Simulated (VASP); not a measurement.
# Ge (P6_3/mmc) in VASP: a series of runs

Runs on Ge. Level: PBE. Tasks: single point.

Everything below comes from runs of VASP 6.6.1. Logs are shortened: lines on timing, memory, paths and dates and some standing lists are left out, and cuts for length are marked.

### 1 The cell of the first run

The structure is hexagonal, space group P6_3/mmc (No. 194). The conventional cell has a = 3.114 Å, b = 3.114 Å, c = 10.157 Å, α = 90.00°, β = 90.00°, γ = 120.00°. Within 4.1 Å of Ge (site symmetry -3m) lie 12 Ge at 3.11 Å. Ge (site symmetry -6m2) has 12 Ge at 3.11 Å within 4.1 Å.

This isn't the form of Ge at room conditions, which is diamond.

### 2 Single point, PBE (Pb replaced by Ge, lengths x 0.893, strained)

INCAR reads:

```
SYSTEM = Ge
PREC     = Accurate       ! precision mode
ENCUT    = 520            ! plane-wave cutoff, eV
EDIFF    = 1E-6           ! SCF threshold, eV
ISMEAR   = 0              ! smearing method
SIGMA    = 0.1            ! smearing width, eV
LREAL    = .False.        ! projectors in reciprocal space
LASPH    = .True.         ! aspherical terms in the spheres
NELM     = 100            ! most SCF steps
ALGO     = Normal         ! electronic algorithm
ISIF     = 2              ! what is computed and relaxed
LWAVE    = .False.        ! write WAVECAR
LCHARG   = .False.        ! write CHGCAR
GGA      = PE             ! functional
NBANDS   = 36             ! bands
```

KPOINTS reads:

```
regular mesh
0
Gamma
  6 6 2
  0 0 0
```

POSCAR reads:

```
Ge
1.0
    3.1139512911      0.0000000000      0.0000000000
   -1.5569756455      2.6967609242      0.0000000000
    0.0000000000      0.0000000000     10.1566130278
Ge
4
Direct
    0.0000000000      0.0000000000      0.0000000000
    0.3333333300      0.6666666700      0.2500000000
    0.0000000000      0.0000000000      0.5000000000
    0.6666666700      0.3333333300      0.7500000000
```

Potentials or basis: VASP PAW PBE potentials, release 64 (Ge_d).

Command:

```
cat potpaw_PBE.64/Ge_d/POTCAR > POTCAR
mpirun -np 1 vasp_std > vasp.out
```

OUTCAR:

```text
SYSTEM = Ge
   PREC = Accurate
   ENCUT = 520
   EDIFF = 1E-6
   ISMEAR = 0
   LREAL = .False.
   LASPH = .True.
   NELM = 100
   ISIF = 2
   GGA = PE

 ion  position               nearest neighbor table
   1  0.000  0.000  0.000-
   2  0.333  0.667  0.250-
   3  0.000  0.000  0.500-
   4  0.667  0.333  0.750-

  LATTYP: Found a hexagonal cell.
 ALAT       =     3.1139512911
 C/A-ratio  =     3.2616480087

  Lattice vectors:

 A1 = (   3.1139512911,   0.0000000000,   0.0000000000)
 A2 = (  -1.5569756455,   2.6967609242,   0.0000000000)
 A3 = (   0.0000000000,   0.0000000000,  10.1566130278)

Analysis of symmetry for initial positions (statically):
=====================================================================
 Subroutine PRICEL returns:
 Original cell was already a primitive cell.

 Routine SETGRP: Setting up the symmetry group for a
 hexagonal supercell.

 Subroutine GETGRP returns: Found 24 space group operations
 (whereof 12 operations were pure point group operations)
 out of a pool of 24 trial point group operations.

The static configuration has the point symmetry D_3d.
 The point group associated with its full space group is D_6h.

Analysis of symmetry for dynamics (positions and initial velocities):
=====================================================================
 Subroutine PRICEL returns:
 Original cell was already a primitive cell.

 Routine SETGRP: Setting up the symmetry group for a
 hexagonal supercell.

 Subroutine GETGRP returns: Found 24 space group operations
 (whereof 12 operations were pure point group operations)
 out of a pool of 24 trial point group operations.

The dynamic configuration has the point symmetry D_3d.
 The point group associated with its full space group is D_6h.

 Subroutine INISYM returns: Found 24 space group operations
 (whereof 12 operations are pure point group operations),
 and found     1 'primitive' translations

----------------------------------------------------------------------------------------

                                     Primitive cell

  volume of cell :      85.2910

  direct lattice vectors                    reciprocal lattice vectors
     3.113951291  0.000000000  0.000000000     0.321135402  0.185407611  0.000000000
    -1.556975645  2.696760924  0.000000000     0.000000000  0.370815222  0.000000000
     0.000000000  0.000000000 10.156613028     0.000000000  0.000000000  0.098458019

  length of vectors
     3.113951291  3.113951291 10.156613028     0.370815222  0.370815222  0.098458019

  position of ions in fractional coordinates (direct lattice)
     0.000000000  0.000000000  0.000000000
     0.333333330  0.666666670  0.250000000
     0.000000000  0.000000000  0.500000000
     0.666666670  0.333333330  0.750000000

  ion indices of the primitive-cell ions
   primitive index   ion index
                 1           1
                 2           2
                 3           3
                 4           4

----------------------------------------------------------------------------------------

 KPOINTS: regular mesh

Automatic generation of k-mesh.
 Grid dimensions read from file:
 generate k-points for:    6    6    2

 Generating k-lattice:

  Cartesian coordinates                     Fractional coordinates (reciprocal lattice)
     0.053522567  0.030901268  0.000000000     0.166666667  0.000000000  0.000000000
     0.000000000  0.061802537  0.000000000     0.000000000  0.166666667  0.000000000
     0.000000000  0.000000000  0.049229010     0.000000000  0.000000000  0.500000000

  Length of vectors
     0.061802537  0.061802537  0.049229010

  Shift w.r.t. Gamma in fractional coordinates (k-lattice)
     0.000000000  0.000000000  0.000000000

 Subroutine IBZKPT returns following result:
 ===========================================

 Found     14 irreducible k-points:

 Following reciprocal coordinates:
            Coordinates               Weight
  0.000000  0.000000  0.000000      1.000000
  0.166667  0.000000  0.000000      6.000000
  0.333333  0.000000  0.000000      6.000000
  0.500000  0.000000  0.000000      3.000000
  0.166667  0.166667  0.000000      6.000000
  0.333333  0.166667  0.000000     12.000000
  0.333333  0.333333  0.000000      2.000000
  0.000000  0.000000  0.500000      1.000000
  0.166667  0.000000  0.500000      6.000000
  0.333333  0.000000  0.500000      6.000000
  0.500000  0.000000  0.500000      3.000000
  0.166667  0.166667  0.500000      6.000000
  0.333333  0.166667  0.500000     12.000000
  0.333333  0.333333  0.500000      2.000000
   k-points           NKPTS =     14   k-points in BZ     NKDIM =     14   number of bands    NBANDS=     36
   number of dos      NEDOS =    301   number of ions     NIONS =      4
   total plane-waves  NPLWV =  46080
   dimension x,y,z NGX =    24 NGY =   24 NGZ =   80
   dimension x,y,z NGXF=    48 NGYF=   48 NGZF=  160
   ions per type =               4
   NGX,Y,Z   is equivalent  to a cutoff of  12.81, 12.81, 13.09 a.u.
   NGXF,Y,Z  is equivalent  to a cutoff of  25.63, 25.63, 26.19 a.u.
 SYSTEM =  Ge
   PREC   = accura    normal or accurate (medium, high low for compatibility)
   ISTART =      0    job   : 0-new  1-cont  2-samecut
   ICHARG =      2    charge: 1-file 2-atom 10-const
   ISPIN  =      1    spin polarized calculation?
   LNONCOLLINEAR =      F non collinear calculations
   LSORBIT =      F    spin-orbit coupling
   LASPH  =      T    aspherical Exc in radial PAW
   ENCUT  =  520.0 eV  38.22 Ry    6.18 a.u.   5.79  5.79 18.88*2*pi/ulx,y,z
   NELM   =    100;   NELMIN=  2; NELMDL= -5     # of ELM steps
   EDIFF  = 0.1E-05   stopping-criterion for ELM
   LREAL  =      F    real-space projection
   EDIFFG = 0.1E-04   stopping-criterion for IOM
   NSW    =      0    number of steps for IOM
   IBRION =     -1    ionic relax: 0-MD 1-quasi-New 2-CG
   NFREE  =      0    steps in history (QN), initial steepest desc. (CG)
   ISIF   =      2    stress and relaxation
   ISYM   =      2    0-nonsym 1-usesym 2-fastsym
   POTIM  = 0.5000    time-step for ionic-motion
   TEBEG  =    0.0;   TEEND  =   0.0 temperature during run
   PSTRESS=    0.0 pullay stress
   NELECT =      56.0000    total number of electrons
   NUPDOWN=      -1.0000    fix difference up-down
   EMIN   =  10.00;   EMAX   =-10.00  energy-range for DOS
   EFERMI =   0.00;   METHOD = LEGACY
   ISMEAR =     0;   SIGMA  =   0.10  broadening in eV -4-tet -1-fermi 0-gaus
   EFERMI_NEDOS =   21; number of points for ismear=-14 and -15
   IALGO  =     38    algorithm
   IMIX   =      4    mixing-type and parameters
     AMIX     =   0.40;   BMIX     =  1.00
     AMIX_MAG =   1.60;   BMIX_MAG =  1.00
  volume/ion in A,a.u.               =      21.32       143.89
  Fermi-wavevector in a.u.,A,eV,Ry     =   1.422885  2.688863 27.546377  2.024602
  Thomas-Fermi vector in A             =   2.543541
   LORBIT       =      0    0 simple, 1 ext, 2 COOP (PROOUT), +10 PAW based schemes
   GGA     = PE    functional components
   LHFCALC =     F    Hartree Fock is set to
   AEXX    =    0.0000 exact exchange contribution
   IVDW    =     0    specifies the selected vdW correction
   LEPSILON=     F    determine dielectric tensor
   LRPA    =     F    only Hartree local field effects (RPA)
 non-spin polarized calculation
 Gauss-broadening in eV      SIGMA  =   0.10
  energy-cutoff  :      520.00
  volume of cell :       85.29
 maximum number of plane-waves:      2328
 NGX is ok and might be reduce to    24
   NGX = 11   NGY = 11   NGZ = 37

 number of electron      55.9999940 magnetization

 Free energy of the ion-electron system (eV)
  ---------------------------------------------------
  ext. energy  EPLUGINS =         0.00000000
  ---------------------------------------------------
  free energy    TOTEN  =       -16.47290536 eV

  energy without entropy =      -16.45887720  energy(sigma->0) =      -16.46589128

 E-fermi :   5.6871     XC(G=0): -10.7011

 val. band max:        5.5642133678   @ k =   0.3333   0.1667   0.5000
 cond. band min:       5.7586297657   @ k =   0.3333   0.3333   0.0000
 fundamental gap:      0.1944163979
 Fermi energy:         5.6870945242

 k-point     1 :       0.0000    0.0000    0.0000
  band No.  band energies     occupation
      1     -19.1928      2.00000
      2     -19.1928      2.00000
      3     -19.1888      2.00000
      4     -19.1888      2.00000
      5     -19.1839      2.00000
      6     -19.1832      2.00000
[... 28 lines left out ...]
     35      13.2986      0.00000
     36      13.4658      0.00000

 k-point     2 :       0.1667    0.0000    0.0000
  band No.  band energies     occupation
      1     -19.1963      2.00000
      2     -19.1962      2.00000
      3     -19.1792      2.00000
      4     -19.1778      2.00000
      5     -19.1770      2.00000
      6     -19.1752      2.00000
[... 28 lines left out ...]
     35      12.6955      0.00000
     36      13.1343      0.00000

 k-point     3 :       0.3333    0.0000    0.0000
  band No.  band energies     occupation
      1     -19.2113      2.00000
      2     -19.2051      2.00000
      3     -19.1857      2.00000
      4     -19.1843      2.00000
      5     -19.1725      2.00000
      6     -19.1710      2.00000
[... 28 lines left out ...]
     35      10.3281      0.00000
     36      12.0955      0.00000
[... 352 lines left out ...]
 k-point    13 :       0.3333    0.1667    0.5000
  band No.  band energies     occupation
      1     -19.1985      2.00000
      2     -19.1985      2.00000
      3     -19.1864      2.00000
      4     -19.1864      2.00000
      5     -19.1721      2.00000
      6     -19.1721      2.00000
[... 28 lines left out ...]
     35      10.1610      0.00000
     36      10.1610      0.00000

 k-point    14 :       0.3333    0.3333    0.5000
  band No.  band energies     occupation
      1     -19.1929      2.00000
      2     -19.1929      2.00000
      3     -19.1712      2.00000
      4     -19.1712      2.00000
      5     -19.1665      2.00000
      6     -19.1665      2.00000
[... 28 lines left out ...]
     35       9.0170      0.00000
     36       9.0170      0.00000

------------------------ aborting loop because EDIFF is reached ----------------------------------------

  FORCE on cell =-STRESS in cart. coord.  units (eV):
  Direction    XX          YY          ZZ          XY          YZ          ZX
  --------------------------------------------------------------------------------------
  -------------------------------------------------------------------------------------
  Total       -1.8885365     -1.8885365     -4.1334306     -0.0000000      0.0000000      0.0000000
  in kB      -35.4758486    -35.4758486    -77.6458169     -0.0000000      0.0000000      0.0000000
  external PRESSURE =     -49.5325047 kB  Pullay stress =       0.0000000 kB

 VOLUME and BASIS-vectors are now :
 -----------------------------------------------------------------------------
  energy-cutoff  :      520.00
  volume of cell :       85.29
      direct lattice vectors                 reciprocal lattice vectors
     3.113951291  0.000000000  0.000000000     0.321135402  0.185407611  0.000000000
    -1.556975645  2.696760924  0.000000000     0.000000000  0.370815222  0.000000000
     0.000000000  0.000000000 10.156613028     0.000000000  0.000000000  0.098458019

 POSITION                                       TOTAL-FORCE (eV/Angst)
 -----------------------------------------------------------------------------------
      0.00000      0.00000      0.00000        -0.000000      0.000000     -0.000000
     -0.00000      1.79784      2.53915        -0.000000      0.000000      0.000000
      0.00000      0.00000      5.07831        -0.000000      0.000000     -0.000000
      1.55698      0.89892      7.61746         0.000000     -0.000000      0.000000
 -----------------------------------------------------------------------------------
    total drift:                                0.000000      0.000000     -0.000000

  FREE ENERGIE OF THE ION-ELECTRON SYSTEM (eV)
  ---------------------------------------------------
  free  energy   TOTEN  =       -16.4729053622 eV

  energy  without entropy=      -16.4588771988  energy(sigma->0) =      -16.46589128
```

It took 17 s on 1 thread of Intel Xeon 6975P-C (Granite Rapids), shared host; peak memory 0.19 GiB.

Results:

```yaml
Free_energy: -16.4729 eV
Pressure: -5.0 GPa
Band_gap_on_the_k_mesh: zero (bands 28 and 29 overlap by 8.61 eV)
```

Levels at points of the mesh, in eV from the Fermi level:
```tsv
k point	band 25	band 26	band 27	band 28	band 29	band 30	band 31	band 32
(0.00, 0.00, 0.00)	-4.96	0.90	0.91	5.87	5.87	6.58	6.58	6.69
(0.50, 0.00, 0.00)	-4.74	-4.43	-2.40	-1.91	-0.36	0.48	2.27	3.61
(0.00, 0.00, 0.50)	-2.81	-2.81	5.07	5.07	6.08	6.08	6.08	6.08
(0.50, 0.00, 0.50)	-3.92	-3.92	-3.24	-3.24	1.43	1.43	2.62	2.62
```

Caveat: the k points lie up to 0.39 Å⁻¹ apart, too coarse for converged energies and pressures of a metal; the cell differs from its parent crystal (Pb replaced by Ge, lengths x 0.893, strained).

### 3 Single point, PBE (Pb replaced by Ge, lengths x 0.893, strained)

INCAR reads:

```
SYSTEM = Ge
  PREC = Accurate
  ENCUT = 520
  EDIFF = 1E-7
  ISMEAR = 0
  SIGMA = 0.1
  LREAL = .False.
  LASPH = .True.
  NELM = 80
  ALGO = Normal
  ISIF = 2
  LWAVE = .False.
  LCHARG = .False.
  GGA = PE
  NBANDS = 36
```

KPOINTS reads:

```
Automatic mesh
0
Gamma
  15 15 4
  0 0 0
```

POSCAR is that of step 2.

Potentials or basis: VASP PAW PBE potentials, release 64 (Ge_d).

Command:

```
cat potpaw_PBE.64/Ge_d/POTCAR > POTCAR
mpirun -np 1 vasp_std > vasp.out
```

Run time: 78 s. Hardware: 1 thread of Intel Xeon 6975P-C (Granite Rapids), shared host; peak memory 0.3 GiB.

Results (log left out):

- Free energy: -16.6426 eV
- Pressure: -4.7 GPa
- Band gap on the k mesh: zero (bands 28 and 29 overlap by 8.66 eV)

Stress tensor (GPa, compression positive):
```
-5.30  0.00  0.00
 0.00 -5.30  0.00
 0.00  0.00 -3.55
```

Levels at points of the mesh, in eV from the Fermi level:
| k point | band 24 | band 25 | band 26 | band 27 | band 28 | band 29 | band 30 | band 31 | band 32 | band 33 |
| --- | --- | --- | --- | --- | --- | --- | --- | --- | --- | --- |
| (0.00, 0.00, 0.00) | -7.72 | -4.88 | 0.99 | 0.99 | 5.96 | 5.96 | 6.66 | 6.66 | 6.79 | 6.79 |
| (0.00, 0.00, 0.50) | -9.18 | -2.72 | -2.72 | 5.15 | 5.15 | 6.17 | 6.17 | 6.17 | 6.17 | 7.38 |

Caveat: the cell differs from its parent crystal (Pb replaced by Ge, lengths x 0.893, strained); the cell stands under tension.

The gap in the log of VASP goes by the Fermi energy; the results here count the filled bands.